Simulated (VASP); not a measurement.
# NaLi3F4 in VASP: single point with HSE06

Aim: the single point of NaLi3F4 with HSE06.

Everything below comes from runs of VASP 6.6.1. Logs are shortened: lines on timing, memory, paths and dates and some standing lists are left out, and cuts for length are marked.

## Step 1: The cell of the first run

The typed cell holds 64 atoms: a = 8.400 Å, b = 8.400 Å, c = 8.400 Å, α = 90.00°, β = 90.00°, γ = 90.00°.

## Step 2: Single point, HSE06

The input, POSCAR:

```
NaLi3F4
1.0
    8.4000170000      0.0000000000      0.0000000000
    0.0000000000      8.4000170000      0.0000000000
    0.0000000000      0.0000000000      8.4000170000
F Li Na
32 24 8
Direct
    0.2468720000      0.0159010000      0.9834130000
    0.2490150000      0.0129390000      0.5147350000
    0.2336990000      0.4838060000      0.9966250000
    0.2454440000      0.4858780000      0.5005150000
    0.7508080000      0.0138740000      0.9951600000
    0.7531770000      0.9906700000      0.5059920000
    0.7650000000      0.4868140000      0.9987330000
    0.7562770000      0.5090790000      0.5029010000
    0.0011440000      0.2454220000      0.9941770000
    0.0107340000      0.2478690000      0.5042920000
    0.9990440000      0.7589030000      0.9950970000
    0.9907350000      0.7518230000      0.5038500000
    0.4942680000      0.2355590000      0.9820090000
    0.4872670000      0.2478600000      0.5159340000
    0.5005050000      0.7680350000      0.9835850000
    0.5124600000      0.7532630000      0.5157920000
    0.9867590000      0.9994790000      0.2523760000
    0.9970300000      0.0009000000      0.7482450000
    0.9951160000      0.4991550000      0.2548810000
    0.9985300000      0.4988360000      0.7467740000
    0.5179920000      0.0000040000      0.2639990000
    0.5051640000      0.0005600000      0.7448460000
    0.5143120000      0.4997650000      0.2677120000
    0.5026520000      0.5002580000      0.7364760000
    0.2323160000      0.2641540000      0.2440820000
    0.2444390000      0.2543220000      0.7508520000
    0.2338520000      0.7316910000      0.2502110000
    0.2452820000      0.7408050000      0.7487480000
    0.7662110000      0.2518860000      0.2369710000
    0.7545880000      0.2518830000      0.7604700000
    0.7660730000      0.7465130000      0.2621670000
    0.7541240000      0.7479090000      0.7404510000
    0.9952260000      0.0042730000      0.9914200000
    0.9951030000      0.9998140000      0.5058980000
    0.9989260000      0.4895940000      0.9948760000
    0.9984920000      0.4991220000      0.5038690000
    0.5074560000      0.0080060000      0.9749520000
    0.5079380000      0.9996250000      0.5119050000
    0.5019730000      0.4989460000      0.5063080000
    0.2393150000      0.2498640000      0.9889910000
    0.2453350000      0.2517640000      0.5121220000
    0.7624720000      0.2479900000      0.9950610000
    0.7554090000      0.7498730000      0.5051250000
    0.2451600000      0.0101500000      0.7486440000
    0.2252150000      0.4917320000      0.2571480000
    0.2416810000      0.4954820000      0.7449250000
    0.7566020000      0.0007800000      0.2516890000
    0.7541780000      0.0006530000      0.7482130000
    0.7621780000      0.5001180000      0.2576360000
    0.7561860000      0.4999120000      0.7448250000
    0.9989860000      0.2501550000      0.2458540000
    0.0004500000      0.2498660000      0.7501510000
    0.9935300000      0.7479650000      0.2562210000
    0.9977980000      0.7498650000      0.7474780000
    0.4961030000      0.2496090000      0.7486910000
    0.5065930000      0.7517990000      0.7432400000
    0.4993610000      0.4961000000      0.9977560000
    0.2474080000      0.7498620000      0.9971130000
    0.2504730000      0.7489540000      0.5018950000
    0.7503030000      0.2498750000      0.5000150000
    0.7521800000      0.7508070000      0.0001710000
    0.2480440000      0.0036330000      0.2490730000
    0.4977940000      0.2498750000      0.2474990000
    0.5042580000      0.7498720000      0.2539740000
```

The input, INCAR.step1:

```
ALGO = Normal
EDIFF = 1E-5
ENCUT = 650
GGA = PE
GGA_COMPAT = False
ISIF = 2
ISMEAR = -1
LASPH = True
LCHARG = False
LREAL = Auto
LWAVE = True
NBANDS = 214
NCORE = 4
NELM = 120
PREC = Accurate
SIGMA = 0.05
```

The input, INCAR.step2:

```
ALGO = Normal
EDIFF = 1E-6
ENCUT = 650
GGA = PE
GGA_COMPAT = False
HFSCREEN = 0.2079
ISIF = 2
ISMEAR = -1
ISTART = 1
LASPH = True
LCHARG = False
LHFCALC = True
LREAL = Auto
LWAVE = False
NBANDS = 214
NCORE = 4
NELM = 120
PREC = Accurate
PRECFOCK = Fast
SIGMA = 0.05
```

The input, KPOINTS:

```
k-points
0
Gamma
  1 1 1
```

Potentials or basis: VASP PAW PBE potentials, release 64 (F, Li_sv, Na_pv).

Run with:

```bash
cat potpaw_PBE.64/F/POTCAR potpaw_PBE.64/Li_sv/POTCAR potpaw_PBE.64/Na_pv/POTCAR > POTCAR
cp INCAR.step1 INCAR
mpirun -np 4 vasp_gam > vasp.out
cp INCAR.step2 INCAR
mpirun -np 4 vasp_gam > vasp.out
```

OUTCAR:

```text
EDIFF = 1E-6
   ENCUT = 650
   GGA = PE
   HFSCREEN = 0.2079
   ISIF = 2
   ISMEAR = -1
   ISTART = 1
   LASPH = True
   LHFCALC = True
   LREAL = Auto
   NELM = 120
   PREC = Accurate
   PRECFOCK = Fast

 ion  position               nearest neighbor table
   1  0.247  0.016  0.983-  40 1.97  44 1.97  33 2.12  37 2.19  62 2.23  58 2.24
   2  0.249  0.013  0.515-  44 1.97  41 2.01  34 2.14  38 2.18  59 2.22  62 2.23
   3  0.234  0.484  0.997-  40 1.97  35 1.97  46 2.12  45 2.19  57 2.23  58 2.24
   4  0.245  0.486  0.501-  41 1.97  45 2.05  46 2.05  36 2.08  39 2.16  59 2.21
   5  0.751  0.014  0.995-  42 1.97  37 2.05  33 2.05  48 2.08  47 2.16  61 2.21
   6  0.753  0.991  0.506-  43 2.02  34 2.03  48 2.04  38 2.06  47 2.14  60 2.18
   7  0.765  0.487  0.999-  35 1.97  42 2.01  50 2.14  49 2.18  61 2.22  57 2.23
   8  0.756  0.509  0.503-  43 2.02  50 2.03  36 2.04  49 2.06  39 2.14  60 2.18
   9  0.001  0.245  0.994-  40 2.00  42 2.00  33 2.03  52 2.05  35 2.05  51 2.11
  10  0.011  0.248  0.504-  41 1.97  52 2.07  34 2.09  36 2.11  51 2.17  60 2.19
  11  0.999  0.759  0.995-  33 2.06  61 2.08  54 2.08  58 2.09  53 2.20
  12  0.991  0.752  0.504-  43 1.98  54 2.05  53 2.08  34 2.08  36 2.12  59 2.18
  13  0.494  0.236  0.982-  37 1.92  55 1.96  40 2.15  57 2.19  63 2.23
  14  0.487  0.248  0.516-  55 1.96  41 2.03  38 2.09  39 2.11  60 2.21  63 2.26
  15  0.501  0.768  0.984-  37 2.02  56 2.02  61 2.12  58 2.13  64 2.28  57 2.29
  16  0.512  0.753  0.516-  56 1.91  43 2.04  38 2.07  39 2.14  64 2.20  59 2.20
  17  0.987  0.999  0.252-  47 1.93  51 2.11  53 2.11  34 2.13  33 2.19  62 2.20
[... 33 lines left out ...]
  51  0.999  0.250  0.246-  29 1.96  25 1.96  19 2.09  17 2.11   9 2.11  10 2.17
[... 11 lines left out ...]
  63  0.498  0.250  0.247-  21 2.11  23 2.11  25 2.23  13 2.23  29 2.26  14 2.26
  64  0.504  0.750  0.254-  23 2.11  21 2.11  31 2.20  16 2.20  15 2.28  27 2.28

  LATTYP: Found a simple cubic cell.
 ALAT       =     8.4000170000

  Lattice vectors:

 A1 = (   8.4000170000,   0.0000000000,   0.0000000000)
 A2 = (   0.0000000000,   8.4000170000,   0.0000000000)
 A3 = (   0.0000000000,   0.0000000000,   8.4000170000)

Analysis of symmetry for initial positions (statically):
=====================================================================
 Subroutine PRICEL returns:
 Original cell was already a primitive cell.

 Routine SETGRP: Setting up the symmetry group for a
 simple cubic supercell.

 Subroutine GETGRP returns: Found  1 space group operations
 (whereof  1 operations were pure point group operations)
 out of a pool of 48 trial point group operations.

The static configuration has the point symmetry C_1 .

Analysis of symmetry for dynamics (positions and initial velocities):
=====================================================================
 Subroutine PRICEL returns:
 Original cell was already a primitive cell.

 Routine SETGRP: Setting up the symmetry group for a
 simple cubic supercell.

 Subroutine GETGRP returns: Found  1 space group operations
 (whereof  1 operations were pure point group operations)
 out of a pool of 48 trial point group operations.

The dynamic configuration has the point symmetry C_1 .

 Subroutine INISYM returns: Found  1 space group operations
 (whereof  1 operations are pure point group operations),
 and found     1 'primitive' translations

----------------------------------------------------------------------------------------

                                     Primitive cell

  volume of cell :     592.7076

  direct lattice vectors                    reciprocal lattice vectors
     8.400017000  0.000000000  0.000000000     0.119047378  0.000000000  0.000000000
     0.000000000  8.400017000  0.000000000     0.000000000  0.119047378  0.000000000
     0.000000000  0.000000000  8.400017000     0.000000000  0.000000000  0.119047378

  length of vectors
     8.400017000  8.400017000  8.400017000     0.119047378  0.119047378  0.119047378

  position of ions in fractional coordinates (direct lattice)
     0.246872000  0.015901000  0.983413000
     0.249015000  0.012939000  0.514735000
[... 153 lines left out ...]

 Found      1 irreducible k-points:

 Following reciprocal coordinates:
            Coordinates               Weight
  0.000000  0.000000  0.000000      1.000000
   k-points           NKPTS =      1   k-points in BZ     NKDIM =      1   number of bands    NBANDS=    214
   number of dos      NEDOS =    301   number of ions     NIONS =     64
   total plane-waves  NPLWV = 343000
   dimension x,y,z NGX =    70 NGY =   70 NGZ =   70
   dimension x,y,z NGXF=   140 NGYF=  140 NGZF=  140
   ions per type =              32  24   8
   NGX,Y,Z   is equivalent  to a cutoff of  13.85, 13.85, 13.85 a.u.
   NGXF,Y,Z  is equivalent  to a cutoff of  27.71, 27.71, 27.71 a.u.
 SYSTEM =  unknown system
   PREC   = accura    normal or accurate (medium, high low for compatibility)
   ISTART =      1    job   : 0-new  1-cont  2-samecut
   ICHARG =      0    charge: 1-file 2-atom 10-const
   ISPIN  =      1    spin polarized calculation?
   LNONCOLLINEAR =      F non collinear calculations
   LSORBIT =      F    spin-orbit coupling
   LASPH  =      T    aspherical Exc in radial PAW
   ENCUT  =  650.0 eV  47.77 Ry    6.91 a.u.  17.46 17.46 17.46*2*pi/ulx,y,z
   NELM   =    120;   NELMIN=  2; NELMDL=  0     # of ELM steps
   EDIFF  = 0.1E-05   stopping-criterion for ELM
   LREAL  =      T    real-space projection
   EDIFFG = 0.1E-04   stopping-criterion for IOM
   NSW    =      0    number of steps for IOM
   IBRION =     -1    ionic relax: 0-MD 1-quasi-New 2-CG
   NFREE  =      0    steps in history (QN), initial steepest desc. (CG)
   ISIF   =      2    stress and relaxation
   ISYM   =      3    0-nonsym 1-usesym 2-fastsym
   POTIM  = 0.5000    time-step for ionic-motion
   TEBEG  =    0.0;   TEEND  =   0.0 temperature during run
   PSTRESS=    0.0 pullay stress
   NELECT =     352.0000    total number of electrons
   NUPDOWN=      -1.0000    fix difference up-down
   EMIN   =  10.00;   EMAX   =-10.00  energy-range for DOS
   EFERMI =   0.00;   METHOD = LEGACY
   ISMEAR =    -1;   SIGMA  =   0.05  broadening in eV -4-tet -1-fermi 0-gaus
   EFERMI_NEDOS =   21; number of points for ismear=-14 and -15
   IALGO  =     38    algorithm
   IMIX   =      1    mixing-type and parameters
     AMIX     =   0.40;   BMIX     =  1.00
     AMIX_MAG =   1.60;   BMIX_MAG =  1.00
  volume/ion in A,a.u.               =       9.26        62.50
  Fermi-wavevector in a.u.,A,eV,Ry     =   1.376075  2.600405 25.763766  1.893583
  Thomas-Fermi vector in A             =   2.501353
   LORBIT       =      0    0 simple, 1 ext, 2 COOP (PROOUT), +10 PAW based schemes
   GGA     = PE    functional components
   LHFCALC =     T    Hartree Fock is set to
   PRECFOCK=fast      Normal, Fast or Accurate (Low or Medium for compatibility)
   ENCUT4O =  -1.0   cutoff for four orbital integrals eV
   NKREDX  =     1    reduce k-point grid by
   NKREDY  =     1    reduce k-point grid by
   NKREDZ  =     1    reduce k-point grid by
   AEXX    =    0.2500 exact exchange contribution
   HFSCREEN=    0.2079 screening length (either q_TF or 0.3 A-1)
   HFSCREENC=   0.2079 screening length for correlation (either q_TF or 0.3 A-1)
   ENCUTFOCK=  -1.0 apply spherical cutoff to Coloumb kernel
   IVDW    =     0    specifies the selected vdW correction
   LEPSILON=     F    determine dielectric tensor
   LRPA    =     F    only Hartree local field effects (RPA)
 non-spin polarized calculation
  energy-cutoff  :      650.00
  volume of cell :      592.71
 maximum number of plane-waves:     11072
 NGX is ok and might be reduce to    70
  NGX = 36; NGY = 36; NGZ = 36

 number of electron     351.9999980 magnetization

 Free energy of the ion-electron system (eV)
  ---------------------------------------------------
  ext. energy  EPLUGINS =         0.00000000
  ---------------------------------------------------
  free energy    TOTEN  =      -353.46338834 eV

  energy without entropy =     -353.46338834  energy(sigma->0) =     -353.46338834

 E-fermi :  -1.6677     XC(G=0):  -7.9443

 val. band max:       -3.0751871550   @ k =   0.0000   0.0000   0.0000
 cond. band min:       7.0471582626   @ k =   0.0000   0.0000   0.0000
 fundamental gap:     10.1223454177
 Fermi energy:        -1.6677326286

 k-point     1 :       0.0000    0.0000    0.0000
  band No.  band energies     occupation
      1     -46.3654      2.00000
      2     -46.3638      2.00000
      3     -46.3527      2.00000
      4     -46.3525      2.00000
      5     -46.3281      2.00000
      6     -46.3271      2.00000
[... 180 lines left out ...]
    187      10.1064      0.00000
    188      10.3907      0.00000
 [bands above 188 left out]

------------------------ aborting loop because EDIFF is reached ----------------------------------------

  FORCE on cell =-STRESS in cart. coord.  units (eV):
  Direction    XX          YY          ZZ          XY          YZ          ZX
  --------------------------------------------------------------------------------------
  -------------------------------------------------------------------------------------
  Total       -0.9349493     -1.6300017     -0.9758545      0.2932223     -0.3025064      0.4957784
  in kB       -2.5273079     -4.4061385     -2.6378808      0.7926238     -0.8177202      1.3401632
  external PRESSURE =      -3.1904424 kB  Pullay stress =       0.0000000 kB

 VOLUME and BASIS-vectors are now :
 -----------------------------------------------------------------------------
  energy-cutoff  :      650.00
  volume of cell :      592.71
      direct lattice vectors                 reciprocal lattice vectors
     8.400017000  0.000000000  0.000000000     0.119047378  0.000000000  0.000000000
     0.000000000  8.400017000  0.000000000     0.000000000  0.119047378  0.000000000
     0.000000000  0.000000000  8.400017000     0.000000000  0.000000000  0.119047378

 POSITION                                       TOTAL-FORCE (eV/Angst)
 -----------------------------------------------------------------------------------
      2.07373      0.13357      8.26069        -0.000426      0.017860     -0.020440
      2.09173      0.10869      4.32378        -0.003869      0.004236      0.018176
      1.96308      4.06398      8.37167        -0.011015     -0.016874     -0.006045
      2.06173      4.08138      4.20433        -0.004093     -0.013743      0.003767
      6.30680      0.11654      8.35936         0.000913      0.015233     -0.007178
      6.32670      8.32164      4.25034         0.000602      0.000431      0.007103
[... 56 lines left out ...]
      4.18148      2.09895      2.07900        -0.003864      0.000208     -0.004567
      4.23578      6.29894      2.13339        -0.007058      0.000252     -0.005323
 -----------------------------------------------------------------------------------
    total drift:                                0.017200      0.007915      0.009788

  FREE ENERGIE OF THE ION-ELECTRON SYSTEM (eV)
  ---------------------------------------------------
  free  energy   TOTEN  =      -353.4633883427 eV

  energy  without entropy=     -353.4633883427  energy(sigma->0) =     -353.46338834
```

Run time: 4.8 min. Hardware: 4 MPI ranks of AMD EPYC 7R43 (Zen 3), shared host; peak memory 0.37 GiB.

Results:

```
Free energy            : -353.4634 eV
Pressure               : -0.3 GPa
Largest force          : 0.030 eV/Å
Band gap on the k mesh : 10.12 eV
```

Forces in eV/Å, atoms in the order of the input:
```
F    0.000  0.018 -0.020
F   -0.004  0.004  0.018
F   -0.011 -0.017 -0.006
F   -0.004 -0.014  0.004
F    0.001  0.015 -0.007
F    0.001  0.000  0.007
F    0.016 -0.006 -0.007
F    0.006 -0.001  0.007
F    0.004  0.002 -0.004
F    0.005  0.000  0.010
F   -0.004  0.014 -0.008
F   -0.007  0.003  0.007
F    0.001 -0.017 -0.017
F   -0.003  0.002  0.023
F    0.001  0.011 -0.018
F   -0.001 -0.001  0.024
F   -0.016  0.000  0.000
F   -0.006  0.001  0.000
F   -0.003  0.000  0.000
F   -0.004 -0.002  0.001
F    0.016  0.000  0.013
F    0.006  0.000  0.003
F    0.013 -0.001  0.017
F    0.006  0.001 -0.020
F   -0.015  0.018  0.002
F   -0.002 -0.002  0.001
F   -0.012 -0.009  0.002
F   -0.004 -0.012  0.001
F    0.018 -0.001 -0.004
F    0.004 -0.001  0.010
F    0.023  0.002  0.001
F    0.000  0.000 -0.008
Li   0.000 -0.006 -0.006
Li  -0.002  0.000 -0.001
Li   0.002 -0.013  0.003
Li  -0.001  0.001 -0.002
Li   0.001  0.006 -0.028
Li   0.006  0.000  0.003
Li   0.000  0.003 -0.005
Li  -0.003  0.000 -0.004
Li   0.002  0.001  0.011
Li   0.010  0.000  0.004
Li  -0.001  0.000 -0.003
Li   0.000  0.012 -0.002
Li  -0.029 -0.008  0.000
Li  -0.004  0.004  0.001
Li  -0.002 -0.002  0.002
Li  -0.001 -0.002 -0.003
Li   0.005  0.001  0.002
Li  -0.003  0.000  0.001
Li   0.002  0.002 -0.001
Li   0.000  0.000  0.002
Li  -0.002 -0.004  0.001
Li   0.002  0.000  0.002
Li  -0.001 -0.003 -0.004
Li   0.000  0.002 -0.002
Na  -0.001  0.003  0.006
Na   0.006  0.000  0.007
Na   0.006  0.002 -0.009
Na  -0.005  0.000 -0.005
Na  -0.007 -0.003  0.006
Na   0.005 -0.005 -0.001
Na  -0.004  0.000 -0.005
Na  -0.007  0.000 -0.005
```

Stress tensor (GPa, compression positive):
```
-0.25  0.08  0.13
 0.08 -0.44 -0.08
 0.13 -0.08 -0.26
```

Levels at points of the mesh, in eV from the valence-band top:
| k point | band 174 | band 175 | band 176 | band 177 | band 178 | band 179 |
| --- | --- | --- | --- | --- | --- | --- |
| (0.00, 0.00, 0.00) | -0.02 | 0.00 | 0.00 | 10.12 | 12.33 | 12.35 |

Caveat: the k points lie up to 0.75 Å⁻¹ apart; the PAW data sets were made with another functional, which shifts forces and pressure a little; an odd mesh through Γ misses points on the zone boundary, where band edges can lie.
